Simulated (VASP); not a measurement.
Au:

```
CELL_PARAMETERS angstrom
2.74841 0.00000 0.00000
0.00000 2.74841 0.00000
0.00000 0.00000 2.74841
ATOMIC_POSITIONS crystal
Au 0.50000 0.50000 0.50000
```

This isn't the form of Au at room conditions, which is fcc.

```yaml
Program: VASP 6.6.1
Task: relaxation of cell and atoms
Functional: HF
Potentials_or_basis: VASP PAW PBE potentials, release 64 (Au_sv_GW)
Cutoff: 540 eV
k_mesh: 5 × 5 × 5
Occupations: fermi-dirac, width 0.05 eV
Spin: no spin polarisation
```

At the start: pressure 9.6 GPa; volume 20.76 Å³/atom.

How do energy, volume and symmetry change on relaxing?

Over 3 steps the energy falls by 60.5 meV/atom and the volume is 23.03 Å³/atom (+10.9 %); space group Pm-3m (No. 221, to 0.1 Å) before and after.

The path:
| step | energy change (eV) | largest force (eV/Å) | pressure (GPa) | volume (Å³) |
| --- | --- | --- | --- | --- |
| 1 | 0.0000 | 0.0000 | 9.58 | 20.76 |
| 2 | -0.0371 | 0.0000 | -4.12 | 24.72 |
| 3 | -0.0605 | 0.0000 | -0.01 | 23.03 |

Final structure:
```yaml
crystal:
  lattice:
    - [2.84497, 0.00000, 0.00000]
    - [0.00000, 2.84497, 0.00000]
    - [0.00000, 0.00000, 2.84497]
  atoms:
    - { symbol: Au, position: [0.50000, 0.50000, 0.50000] }
```

Caveat: the k points lie up to 0.44 Å⁻¹ apart in the final cell, too coarse for converged energies and pressures of a metal; the PAW data sets were made with another functional, which shifts forces and pressure a little.
